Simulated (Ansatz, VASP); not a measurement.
Ca: VASP beside Ansatz

INCAR

```
SYSTEM = Ca
ALGO = Normal
EDIFF = 1E-6
ENCUT = 520
GGA = PE
ISIF = 2
ISMEAR = 0
LASPH = .True.
LCHARG = .False.
LREAL = .False.
LWAVE = .False.
NBANDS = 11
NELM = 100
PREC = Accurate
SIGMA = 0.05
```

The input KPOINTS:

```
k-points
0
Gamma
  12 12 12
  0 0 0
```

File POSCAR:

```
Ca
1.0
   -2.0964874600      2.1017318100      2.4453524600
    2.0964874600     -2.1017318100      2.4453524600
    2.0964874600      2.1017318100     -2.4453524600
Ca
1
Direct
    0.5000000000      0.5000000000      0.0000000000
```

Input for Ansatz:

```yaml
crystal:
  lattice:
    - [-2.09648746, 2.10173181, 2.44535246]
    - [2.09648746, -2.10173181, 2.44535246]
    - [2.09648746, 2.10173181, -2.44535246]
  atoms:
    - { symbol: Ca, position: [0.5, 0.5, 0.0] }
basis:
  ecutwfc: 420
  fft_grid_basis: typed
kpoints:
  mp_grid: { grid: [12, 12, 12] }
hamiltonian:
  xc: pbe
  pseudopotentials: { kind: paw }
scf:
  occupations: { method: gaussian, width: 0.05 }
output:
  forces: true
  stress: true
  eigenvalues: true
  bader: true
  write_density: true
  volumetric_format: npy
  elf: true
```

Alike in both runs: task single point; functional PBE; k mesh 12 × 12 × 12; occupations gaussian, width 0.05 eV; no spin polarisation.

|  | VASP | Ansatz |
| --- | --- | --- |
| version | VASP 6.6.1 | Ansatz 0.2.0 |
| potentials or method | VASP PAW PBE potentials, release 64 (Ca_sv), cutoff 520 eV | scalar-relativistic, plane waves, PAW |
| valence electrons in the cell | 10 | 10 |

|  | VASP | Ansatz | Ansatz less VASP |
| --- | --- | --- | --- |
| gap on the k mesh at the Fermi level (eV) | none | none | - |
| pressure (GPa) | -0.4 | -0.4 | -0.02 |
| traceless stress, the component that is largest in VASP (GPa) | 0.30 | 0.30 | 0.000 |

A gap of «none» marks a metal or a gap that the smearing closes.
